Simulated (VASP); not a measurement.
Set up this calculation in VASP 6.6.1, as the native input.

| Property | Result |
| --- | --- |
| Task | single point |
| Functional | PBEsol |
| Potentials or basis | VASP PAW PBE potentials, release 64 (Hf_pv, Si, O) |
| Cutoff | 520 eV |
| k mesh | 6 × 4 × 4 |
| Occupations | fermi-dirac, width 0.05 eV |
| Spin | no spin polarisation |
| Dipole correction | no |
| Further INCAR settings | ALGO = Normal; EDIFF = 1e-06; NBANDS = 50 |

The structure of HfSiO4 lies in POSCAR:

```
HfSiO4
1.0
    3.5220460751     -0.0146843458      0.5378109893
   -0.0290215912      6.7344571115      0.3736080016
    1.0211281025      0.3502296806      5.1240603370
Hf Si O
2 2 8
Direct
   -0.2168262486      0.0084610031     -0.0543775177
    0.1585541797      0.5304497530      0.1948840418
    0.5154578256      0.2382449252      0.4810639305
    0.5015087494      0.7473551569      0.5089744374
    0.3409298689      0.1441269498      0.8301135521
    0.6942023924      0.3360576083      0.1235698132
    0.5744952742      0.0027753805      0.3629902854
    0.0112596849      0.2397117609      0.4894596556
    0.3368586945      0.7878524906      0.8382851673
    0.6792464582      0.7141593868      0.1535033733
    0.4824492519      0.4851439338      0.5470726471
    0.0167007692      0.7353709781      0.4785874548
```

These files were run (other wordings do the same):

INCAR

```
PREC = Accurate
ENCUT = 520
EDIFF = 1E-6
ISMEAR = -1
SIGMA = 0.05
LREAL = F
LASPH = T
NELM = 80
ALGO = Normal
ISIF = 2
LWAVE = F
LCHARG = T
GGA = PS
LELF = T
LVHAR = T
NBANDS = 50
```

KPOINTS

```
regular mesh
0
Gamma
  6 4 4
```

Potentials or basis: VASP PAW PBE potentials, release 64 (Hf_pv, Si, O).

Run with:

```sh
$ cat potpaw_PBE.64/Hf_pv/POTCAR potpaw_PBE.64/Si/POTCAR potpaw_PBE.64/O/POTCAR > POTCAR
$ mpirun -np 1 vasp_std > vasp.out
```

Results of the run:

| Property | Result |
| --- | --- |
| Pressure | -1.3 GPa |
| Largest force | 0.184 eV/Å |
| Band gap on the k mesh | 3.76 eV (least direct gap 3.82 eV) |

Caveat: the PAW data sets were made with another functional, which shifts forces and pressure a little; spin-orbit coupling is left out, which moves the levels of the heavy elements.

Wall time 3.6 min on 1 thread of Intel(R) Xeon(R) Platinum 8488C (Sapphire Rapids), with other jobs on the host, peak memory 0.38 GiB.
